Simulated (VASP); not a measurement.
Input of a VASP 6.6.1 run:

Contents of POSCAR:

```
GaP
1.0
    0.0000000000      2.7912541575      2.7912541575
    2.7912541575      0.0000000000      2.7912541575
    2.7912541575      2.7912541575      0.0000000000
Ga P
1 1
Direct
    0.0000000000      0.0000000000      0.0000000000
    0.2500000000      0.2500000000      0.2500000000
```

File INCAR.step1:

```
ALGO     = Normal         # electronic algorithm
EDIFF    = 1E-5           # SCF threshold, eV
ENCUT    = 520            # plane-wave cutoff, eV
GGA      = PE             # functional
ISIF     = 2              # what is computed and relaxed
ISMEAR   = -1             # smearing method
LASPH    = T              # aspherical terms in the spheres
LREAL    = F              # projectors in reciprocal space
LWAVE    = T              # write WAVECAR
NBANDS   = 16             # bands
NELM     = 80             # most SCF steps
PREC     = Accurate       # precision mode
SIGMA    = 0.05           # smearing width, eV
```

INCAR.step2

```
ALGO     = Normal         # electronic algorithm
EDIFF    = 1E-6           # SCF threshold, eV
ENCUT    = 520            # plane-wave cutoff, eV
GGA      = PE             # functional
HFSCREEN = 0.2079         # screening, 1/A
ISIF     = 2              # what is computed and relaxed
ISMEAR   = -1             # smearing method
ISTART   = 1            
LASPH    = T              # aspherical terms in the spheres
LCHARG   = T              # write CHGCAR
LELF     = T              # ELF
LHFCALC  = T              # exact exchange
LREAL    = F              # projectors in reciprocal space
LVHAR    = T            
LWAVE    = F              # write WAVECAR
NBANDS   = 16             # bands
NELM     = 80             # most SCF steps
PREC     = Accurate       # precision mode
PRECFOCK = Normal       
SIGMA    = 0.05           # smearing width, eV
```

The input KPOINTS:

```
k-points
0
Gamma
  4 4 4
```

Potentials or basis: VASP PAW PBE potentials, release 64 (Ga_d, P).

Run with:

```console
$ cat potpaw_PBE.64/Ga_d/POTCAR potpaw_PBE.64/P/POTCAR > POTCAR
$ cp INCAR.step1 INCAR
$ mpirun -np 1 vasp_std > vasp.out
$ cp INCAR.step2 INCAR
$ mpirun -np 1 vasp_std > vasp.out
```

What does it give for the band gap on the k mesh?

2.19 eV, direct.

Predict the pressure.

-4.7 GPa.

Caveat: the k points lie up to 0.49 Å⁻¹ apart; the PAW data sets were made with another functional, which shifts forces and pressure a little. A k mesh can miss the band edges.
